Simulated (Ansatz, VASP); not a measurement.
# Two plane-wave programs on Al

The input INCAR:

```
SYSTEM = Al
PREC     = Accurate       ! precision mode
ENCUT    = 520            ! plane-wave cutoff, eV
EDIFF    = 1E-7           ! SCF threshold, eV
ISMEAR   = -1             ! smearing method
SIGMA    = 0.1            ! smearing width, eV
LREAL    = .FALSE.        ! projectors in reciprocal space
LASPH    = .TRUE.         ! aspherical terms in the spheres
NELM     = 100            ! most SCF steps
ALGO     = Normal         ! electronic algorithm
ISIF     = 2              ! what is computed and relaxed
LWAVE    = .FALSE.        ! write WAVECAR
LCHARG   = .TRUE.         ! write CHGCAR
LELF     = .TRUE.         ! ELF
LVHAR    = .TRUE.       
NBANDS   = 8              ! bands
```

Contents of KPOINTS:

```
Automatic mesh
0
G
  12 12 12
  0 0 0
```

The input POSCAR:

```
Al
1.0
    0.0000000000      2.0248050000      2.0248050000
    2.0248050000      0.0000000000      2.0248050000
    2.0248050000      2.0248050000      0.0000000000
Al
1
Direct
    0.0000000000      0.0000000000      0.0000000000
```

Input for Ansatz:

```yaml
crystal:
  lattice:
    - [0.0, 2.024805, 2.024805]
    - [2.024805, 0.0, 2.024805]
    - [2.024805, 2.024805, 0.0]
  atoms:
    - { symbol: Al, position: [0.0, 0.0, 0.0] }
basis:
  ecutwfc: 517.016338673772
kpoints:
  mp_grid:
    grid: [12, 12, 12]
hamiltonian:
  xc: lda
  pseudopotentials:
    kind: paw
scf:
  convergence:
    dr2_threshold: 1.0e-10
  occupations:
    method: fermi_dirac
output:
  stress: true
```

Alike in both runs: task single point; functional LDA; k mesh 12 × 12 × 12; no spin polarisation.

|  | VASP | Ansatz |
| --- | --- | --- |
| version | VASP 6.6.1 | Ansatz 0.2.0 |
| potentials or method | VASP PAW LDA potentials, release 64 (Al), cutoff 520 eV | plane waves, PAW |
| occupations | fermi-dirac, width 0.1 eV | fermi-dirac |
| valence electrons in the cell | 3 | 3 |

```tsv
	VASP	Ansatz	Ansatz less VASP
pressure (GPa)	-3.6	-3.6	-0.06
```

LDA's correlation is that of Perdew and Zunger in VASP and of Perdew and Wang (1992) in Ansatz.
